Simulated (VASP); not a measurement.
Set up this calculation in VASP 6.6.1, as the native input.

```
Task                   : single point
Functional             : r2SCAN
Potentials or basis    : VASP PAW PBE potentials, release 64 (Ag, Cl)
Cutoff                 : 520 eV
k mesh                 : 8 × 8 × 8
Occupations            : gaussian, width 0.01 eV
Spin                   : no spin polarisation
Dipole correction      : no
Further INCAR settings : ALGO = Normal; EDIFF = 1e-07; NBANDS = 16
```

Crystal: AgCl.

```
CELL_PARAMETERS angstrom
0.02843 2.77318 2.77318
2.77318 0.02843 2.77318
2.80161 2.80161 0.00000
ATOMIC_POSITIONS crystal
Ag 0.00000 0.00000 0.00000
Cl 0.50000 0.50000 0.50000
```

This cell differs from its parent crystal: shear xy strain +2.0%.

The input as run:

POSCAR

```
AgCl
1.0
    0.0284251341      2.7731838126      2.7731838126
    2.7731838126      0.0284251341      2.7731838126
    2.8016089467      2.8016089467      0.0000000000
Ag Cl
1 1
Direct
    0.0000000000      0.0000000000      0.0000000000
    0.5000000000      0.5000000000      0.5000000000
```

INCAR.step1

```
SYSTEM = AgCl
ALGO = Normal
EDIFF = 1E-4
ENCUT = 520
GGA = PE
ISMEAR = 0
LASPH = .TRUE.
LCHARG = .FALSE.
LREAL = .FALSE.
LWAVE = .TRUE.
NBANDS = 16
NELM = 60
PREC = Accurate
SIGMA = 0.01
```

INCAR.step2

```
SYSTEM = AgCl
ALGO = Normal
EDIFF = 1E-7
ENCUT = 520
ISIF = 2
ISMEAR = 0
ISTART = 1
LASPH = .TRUE.
LCHARG = .FALSE.
LMIXTAU = .TRUE.
LREAL = .FALSE.
LWAVE = .FALSE.
METAGGA = R2SCAN
NBANDS = 16
NELM = 60
PREC = Accurate
SIGMA = 0.01
```

KPOINTS

```
k-points
0
G
  8 8 8
  0 0 0
```

Potentials or basis: VASP PAW PBE potentials, release 64 (Ag, Cl).

Launch:

```bash
$ cat potpaw_PBE.64/Ag/POTCAR potpaw_PBE.64/Cl/POTCAR > POTCAR
$ cp INCAR.step1 INCAR
$ mpirun -np 1 vasp_std > vasp.out
$ cp INCAR.step2 INCAR
$ mpirun -np 1 vasp_std > vasp.out
```

It gave:

```yaml
Pressure: -0.1 GPa
Band_gap_on_the_k_mesh: 1.40 eV, indirect (least direct gap 3.68 eV)
```

Caveat: the cell differs from its parent crystal (shear xy strain +2.0%); the PAW data sets were made with another functional, which shifts forces and pressure a little.

It took 4.8 min on 1 thread of Intel(R) Xeon(R) Platinum 8488C (Sapphire Rapids), with other jobs on the host, peak memory 0.21 GiB.
